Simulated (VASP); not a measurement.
# CdS in VASP: further runs, part 2 of 3

VASP 6.6.1.

## 4. Single point, PBE (shear xy strain -1.6%)

File INCAR:

```
SYSTEM = CdS
  PREC = Accurate
  ENCUT = 520
  EDIFF = 1E-6
  ISMEAR = -1
  SIGMA = 0.02
  LREAL = .False.
  LASPH = .True.
  NELM = 60
  ALGO = Normal
  ISIF = 2
  LWAVE = .False.
  LCHARG = .False.
  GGA = PE
  NBANDS = 16
```

File KPOINTS:

```
Automatic mesh
0
Gamma
  8 8 8
  0 0 0
```

File POSCAR:

```
CdS
1.0
   -0.0241015617      2.9392148400      2.9392148400
    2.9392148400     -0.0241015617      2.9392148400
    2.9151132783      2.9151132783      0.0000000000
Cd S
1 1
Direct
   -0.0018162356     -0.0018162356      0.0018162356
    0.2518162356      0.2518162356      0.2481837644
```

Potentials or basis: VASP PAW PBE potentials, release 64 (Cd, S).

On the command line:

```
$ cat potpaw_PBE.64/Cd/POTCAR potpaw_PBE.64/S/POTCAR > POTCAR
$ mpirun -np 1 vasp_std > vasp.out
```

OUTCAR:

```text
SYSTEM = CdS
   PREC = Accurate
   ENCUT = 520
   EDIFF = 1E-6
   ISMEAR = -1
   LREAL = .False.
   LASPH = .True.
   NELM = 60
   ISIF = 2
   GGA = PE

 ion  position               nearest neighbor table
   1  0.998  0.998  0.002-   2 2.54   2 2.54   2 2.55   2 2.55
   2  0.252  0.252  0.248-   1 2.54   1 2.54   1 2.55   1 2.55

  LATTYP: Found a body centered orthorhombic cell.
 ALAT       =     4.1225927340
 B/A-ratio  =     1.0165355919
 C/A-ratio  =     1.4259059915

  Lattice vectors:

 A1 = (   0.0241015617,  -2.9392148400,  -2.9392148400)
 A2 = (  -0.0241015617,   2.9392148400,  -2.9392148400)
 A3 = (   2.9392148400,  -0.0241015617,   2.9392148400)

Analysis of symmetry for initial positions (statically):
=====================================================================
 Subroutine PRICEL returns:
 Original cell was already a primitive cell.

 Routine SETGRP: Setting up the symmetry group for a
 body centered orthorhombic supercell.

 Subroutine GETGRP returns: Found  4 space group operations
 (whereof  4 operations were pure point group operations)
 out of a pool of  8 trial point group operations.

The static configuration has the point symmetry C_2v.

Analysis of symmetry for dynamics (positions and initial velocities):
=====================================================================
 Subroutine PRICEL returns:
 Original cell was already a primitive cell.

 Routine SETGRP: Setting up the symmetry group for a
 body centered orthorhombic supercell.

 Subroutine GETGRP returns: Found  4 space group operations
 (whereof  4 operations were pure point group operations)
 out of a pool of  8 trial point group operations.

The dynamic configuration has the point symmetry C_2v.

 Subroutine INISYM returns: Found  4 space group operations
[... 104 lines left out ...]
   ISYM   =      2    0-nonsym 1-usesym 2-fastsym
   POTIM  = 0.5000    time-step for ionic-motion
   TEBEG  =    0.0;   TEEND  =   0.0 temperature during run
   PSTRESS=    0.0 pullay stress
   NELECT =      18.0000    total number of electrons
   NUPDOWN=      -1.0000    fix difference up-down
   EMIN   =  10.00;   EMAX   =-10.00  energy-range for DOS
   EFERMI =   0.00;   METHOD = LEGACY
   ISMEAR =    -1;   SIGMA  =   0.02  broadening in eV -4-tet -1-fermi 0-gaus
   EFERMI_NEDOS =   21; number of points for ismear=-14 and -15
   IALGO  =     38    algorithm
   IMIX   =      4    mixing-type and parameters
     AMIX     =   0.40;   BMIX     =  1.00
     AMIX_MAG =   1.60;   BMIX_MAG =  1.00
  volume/ion in A,a.u.               =      25.39       171.34
  Fermi-wavevector in a.u.,A,eV,Ry     =   1.158601  2.189439 18.263880  1.342357
  Thomas-Fermi vector in A             =   2.295202
   LORBIT       =      0    0 simple, 1 ext, 2 COOP (PROOUT), +10 PAW based schemes
   GGA     = PE    functional components
   LHFCALC =     F    Hartree Fock is set to
   AEXX    =    0.0000 exact exchange contribution
   IVDW    =     0    specifies the selected vdW correction
   LEPSILON=     F    determine dielectric tensor
   LRPA    =     F    only Hartree local field effects (RPA)
 non-spin polarized calculation
  energy-cutoff  :      520.00
  volume of cell :       50.78
 maximum number of plane-waves:      1381
   NGX = 15   NGY = 15   NGZ = 15

 number of electron      18.0000004 magnetization

 Free energy of the ion-electron system (eV)
  ---------------------------------------------------
  ext. energy  EPLUGINS =         0.00000000
  ---------------------------------------------------
  free energy    TOTEN  =        -6.13817026 eV

  energy without entropy =       -6.13817026  energy(sigma->0) =       -6.13817026

 E-fermi :   1.5190     XC(G=0):  -9.0417

 val. band max:        1.1490734667   @ k =   0.0000   0.0000   0.0000
 cond. band min:       2.2141212279   @ k =   0.0000   0.0000   0.0000
 fundamental gap:      1.0650477613
 Fermi energy:         1.5190394099

 k-point     1 :       0.0000    0.0000    0.0000
  band No.  band energies     occupation
      1     -11.1111      2.00000
      2      -6.5336      2.00000
      3      -6.5287      2.00000
      4      -6.5231      2.00000
      5      -6.0804      2.00000
      6      -6.0801      2.00000
[... 433 lines left out ...]
      3      -6.4380      2.00000
      4      -6.3541      2.00000
      5      -6.0971      2.00000
      6      -6.0574      2.00000
[... 8 lines left out ...]
     15      12.5549      0.00000
     16      13.8299      0.00000

 [... further k-points ...]
[... 5 lines left out ...]
  --------------------------------------------------------------------------------------
  -------------------------------------------------------------------------------------
  Total        0.5404742      0.5404742      0.5399343      0.1307206      0.0000000      0.0000000
  in kB       17.0526063     17.0526063     17.0355729      4.1243921      0.0000000      0.0000000
  external PRESSURE =      17.0469285 kB  Pullay stress =       0.0000000 kB

 VOLUME and BASIS-vectors are now :
 -----------------------------------------------------------------------------
  energy-cutoff  :      520.00
  volume of cell :       50.78
      direct lattice vectors                 reciprocal lattice vectors
    -0.024101562  2.939214840  2.939214840    -0.168729873  0.168729873  0.170113458
     2.939214840 -0.024101562  2.939214840     0.168729873 -0.168729873  0.170113458
     2.915113278  2.915113278  0.000000000     0.171519921  0.171519921 -0.170113458

 POSITION                                       TOTAL-FORCE (eV/Angst)
 -----------------------------------------------------------------------------------
      2.91511      2.91511      5.86775         0.000000      0.000000     -0.001189
      1.45756      1.45756      1.48028         0.000000      0.000000      0.001189
 -----------------------------------------------------------------------------------
    total drift:                               -0.000000     -0.000000      0.000231

  FREE ENERGIE OF THE ION-ELECTRON SYSTEM (eV)
  ---------------------------------------------------
  free  energy   TOTEN  =        -6.1381702624 eV

  energy  without entropy=       -6.1381702623  energy(sigma->0) =       -6.13817026
```

OSZICAR:

```text
N       E                     dE             d eps       ncg     rms          rms(c)
DAV:   1     0.110311725946E+03    0.11031E+03   -0.90480E+03  3088   0.103E+03
DAV:   2    -0.231606395003E+01   -0.11263E+03   -0.10602E+03  3696   0.254E+02
DAV:   3    -0.665927120561E+01   -0.43432E+01   -0.43354E+01  3824   0.521E+01
DAV:   4    -0.668613419304E+01   -0.26863E-01   -0.26861E-01  3808   0.400E+00
DAV:   5    -0.668650107490E+01   -0.36688E-03   -0.36688E-03  3856   0.442E-01    0.772E+00
DAV:   6    -0.615633184022E+01    0.53017E+00   -0.85064E-01  4608   0.114E+01    0.626E+00
DAV:   7    -0.613777162382E+01    0.18560E-01   -0.19180E-01  3856   0.299E+00    0.308E+00
DAV:   8    -0.613802272285E+01   -0.25110E-03   -0.17205E-02  3624   0.164E+00    0.291E-01
DAV:   9    -0.613796024290E+01    0.62480E-04   -0.19995E-03  3848   0.648E-01    0.592E-02
DAV:  10    -0.613809194368E+01   -0.13170E-03   -0.24310E-04  3840   0.154E-01    0.689E-02
DAV:  11    -0.613817741243E+01   -0.85469E-04   -0.13801E-04  3544   0.910E-02    0.248E-02
DAV:  12    -0.613816930218E+01    0.81103E-05   -0.23952E-05  4128   0.622E-02    0.996E-03
DAV:  13    -0.613817052506E+01   -0.12229E-05   -0.37475E-06  3704   0.113E-02    0.897E-03
DAV:  14    -0.613817026237E+01    0.26269E-06   -0.25512E-07  3160   0.314E-03
   1 F= -.61381703E+01 E0= -.61381703E+01  d E =-.182173E-10
```

Run time: 43 s. Hardware: 1 thread of AMD EPYC 9R45 (Zen 5), shared host; peak memory 0.19 GiB.

Results:

| Item | Value |
| --- | --- |
| Free energy | -6.1382 eV |
| Pressure | 1.7 GPa |
| Band gap on the k mesh | 1.06 eV, direct |

Levels at points of the mesh, in eV from the valence-band top:
| k point | band 5 | band 6 | band 7 | band 8 | band 9 | band 10 | band 11 | band 12 | band 13 | band 14 |
| --- | --- | --- | --- | --- | --- | --- | --- | --- | --- | --- |
| (0.00, 0.00, 0.00) | -7.23 | -7.23 | -0.06 | -0.03 | 0.00 | 1.07 | 6.42 | 6.52 | 6.62 | 11.28 |
| (0.50, 0.00, 0.00) | -7.19 | -6.88 | -4.32 | -0.76 | -0.70 | 3.00 | 7.02 | 7.03 | 7.35 | 11.01 |
| (0.50, 0.50, 0.00) | -7.15 | -6.81 | -3.88 | -1.90 | -1.76 | 3.54 | 4.31 | 9.10 | 10.59 | 10.63 |
| (0.00, 0.00, 0.50) | -7.19 | -6.86 | -4.27 | -0.79 | -0.74 | 2.90 | 6.93 | 6.93 | 7.41 | 10.96 |
| (0.50, 0.00, 0.50) | -7.15 | -6.81 | -3.88 | -1.83 | -1.83 | 3.56 | 4.29 | 9.09 | 10.60 | 10.62 |

Caveat: the cell differs from its parent crystal (shear xy strain -1.6%).

## 5. Single point, r2SCAN (epitaxial 111 strain -0.5%)

File POSCAR:

```
CdS
1.0
    0.0190461122      2.9423891920      2.9423891920
    2.9423891920      0.0190461122      2.9423891920
    2.9423891920      2.9423891920      0.0190461122
Cd S
1 1
Direct
    0.0007202689      0.0007202689      0.0007202689
    0.2492797311      0.2492797311      0.2492797311
```

File INCAR.step1:

```
SYSTEM = CdS
ALGO = Normal ; EDIFF = 1E-4
ENCUT = 520 ; GGA = PE
ISMEAR = 0 ; LASPH = .TRUE.
LCHARG = .FALSE. ; LREAL = .FALSE.
LWAVE = .TRUE. ; NBANDS = 16
NELM = 80 ; PREC = Accurate
SIGMA = 0.01
```

File INCAR.step2:

```
SYSTEM = CdS
ALGO = Normal ; EDIFF = 1E-6
ENCUT = 520 ; ISIF = 2
ISMEAR = 0 ; ISTART = 1
LASPH = .TRUE. ; LCHARG = .TRUE.
LELF = .TRUE. ; LMIXTAU = .TRUE.
LREAL = .FALSE. ; LVHAR = .TRUE.
LWAVE = .FALSE. ; METAGGA = R2SCAN
NBANDS = 16 ; NELM = 80
PREC = Accurate ; SIGMA = 0.01
```

File KPOINTS:

```
k-points
0
G
  8 8 8
  0 0 0
```

Potentials or basis: VASP PAW PBE potentials, release 64 (Cd, S).

On the command line:

```
$ cat potpaw_PBE.64/Cd/POTCAR potpaw_PBE.64/S/POTCAR > POTCAR
$ cp INCAR.step1 INCAR
$ mpirun -np 1 vasp_std > vasp.out
$ cp INCAR.step2 INCAR
$ mpirun -np 1 vasp_std > vasp.out
```

OUTCAR:

```text
SYSTEM = CdS
   EDIFF = 1E-6
   ENCUT = 520
   ISIF = 2
   ISMEAR = 0
   ISTART = 1
   LASPH = .TRUE.
   LREAL = .FALSE.
   METAGGA = R2SCAN
   NELM = 80
   PREC = Accurate

 ion  position               nearest neighbor table
   1  0.001  0.001  0.001-   2 2.54   2 2.54   2 2.54   2 2.54
   2  0.249  0.249  0.249-   1 2.54   1 2.54   1 2.54   1 2.54

  LATTYP: Found a trigonal (rhomboedric) cell.
 ALAT       =     4.1612102889
 COS(alpha) =     0.5064623988

  Lattice vectors:

 A1 = (   0.0190461122,   2.9423891920,   2.9423891920)
 A2 = (   2.9423891920,   0.0190461122,   2.9423891920)
[... 626 lines left out ...]
      5      -6.5213      2.00000
      6      -6.4607      2.00000
[... 8 lines left out ...]
     15      13.0017      0.00000
     16      13.7229      0.00000

 [... further k-points ...]
[... 5 lines left out ...]
  --------------------------------------------------------------------------------------
  -------------------------------------------------------------------------------------
  Total        0.2189066      0.2189066      0.2189066     -0.0536008     -0.0536008     -0.0536008
  in kB        6.9514655      6.9514655      6.9514655     -1.7021155     -1.7021155     -1.7021155
  external PRESSURE =       6.9514655 kB  Pullay stress =       0.0000000 kB

 VOLUME and BASIS-vectors are now :
 -----------------------------------------------------------------------------
  energy-cutoff  :      520.00
  volume of cell :       50.45
      direct lattice vectors                 reciprocal lattice vectors
     0.019046112  2.942389192  2.942389192    -0.171588834  0.170485282  0.170485282
     2.942389192  0.019046112  2.942389192     0.170485282 -0.171588834  0.170485282
     2.942389192  2.942389192  0.019046112     0.170485282  0.170485282 -0.171588834

 POSITION                                       TOTAL-FORCE (eV/Angst)
 -----------------------------------------------------------------------------------
      0.00425      0.00425      0.00425         0.000877      0.000877      0.000877
      1.47170      1.47170      1.47170        -0.000877     -0.000877     -0.000877
 -----------------------------------------------------------------------------------
    total drift:                               -0.000148     -0.000148     -0.000148

  FREE ENERGIE OF THE ION-ELECTRON SYSTEM (eV)
  ---------------------------------------------------
  free  energy   TOTEN  =       -29.6843932047 eV

  energy  without entropy=      -29.6843932047  energy(sigma->0) =      -29.68439320
```

OUTCAR.step1:

```text
SYSTEM = CdS
   EDIFF = 1E-4
   ENCUT = 520
   GGA = PE
   ISMEAR = 0
   LASPH = .TRUE.
   LREAL = .FALSE.
[... 677 lines left out ...]
      0.00425      0.00425      0.00425         0.000604      0.000604      0.000604
      1.47170      1.47170      1.47170        -0.000604     -0.000604     -0.000604
 -----------------------------------------------------------------------------------
    total drift:                               -0.000170     -0.000170     -0.000170

  FREE ENERGIE OF THE ION-ELECTRON SYSTEM (eV)
  ---------------------------------------------------
  free  energy   TOTEN  =        -6.1347961482 eV

  energy  without entropy=       -6.1347961482  energy(sigma->0) =       -6.13479615
```

It took 2 min on 1 thread of AMD EPYC 9R45 (Zen 5), shared host; peak memory 0.19 GiB.

What came out:

```
Free energy            : -29.6844 eV
Pressure               : 0.7 GPa
Band gap on the k mesh : 1.54 eV, direct
```

Caveat: the cell differs from its parent crystal (epitaxial 111 strain -0.5%); the PAW data sets were made with another functional, which shifts forces and pressure a little.

(Part 2 of 3 ends here.)
